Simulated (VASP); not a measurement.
A run of VASP 6.6.1:

File INCAR:

```
PREC = Accurate ; ENCUT = 520
EDIFF = 1E-7 ; ISMEAR = -1
SIGMA = 0.1 ; LREAL = False
LASPH = True ; NELM = 60
ALGO = Normal ; ISIF = 2
LWAVE = False ; LCHARG = False
GGA = RE ; NBANDS = 10
```

Contents of KPOINTS:

```
regular mesh
0
Gamma
  20 20 20
```

File POSCAR:

```
Re
1.0
    2.5881583674      0.0000000000      0.0000000000
    0.0000000000      2.5881583674      0.0000000000
    0.0000000000      0.0000000000      2.5881583674
Re
1
Direct
    0.0000000000      0.0000000000      0.0000000000
```

Potentials or basis: VASP PAW PBE potentials, release 64 (Re).

Run with:

```console
$ cat potpaw_PBE.64/Re/POTCAR > POTCAR
$ mpirun -np 1 vasp_std > vasp.out
```

Hardware: 1 thread of Intel(R) Xeon(R) 6975P-C (Granite Rapids), with other jobs on the host.

Task: How long does it take, and how much memory?

Result: Wall time 16 s on 1 thread of Intel(R) Xeon(R) 6975P-C (Granite Rapids), with other jobs on the host, peak memory 0.16 GiB. Counts: scf iterations 13, k points 286.
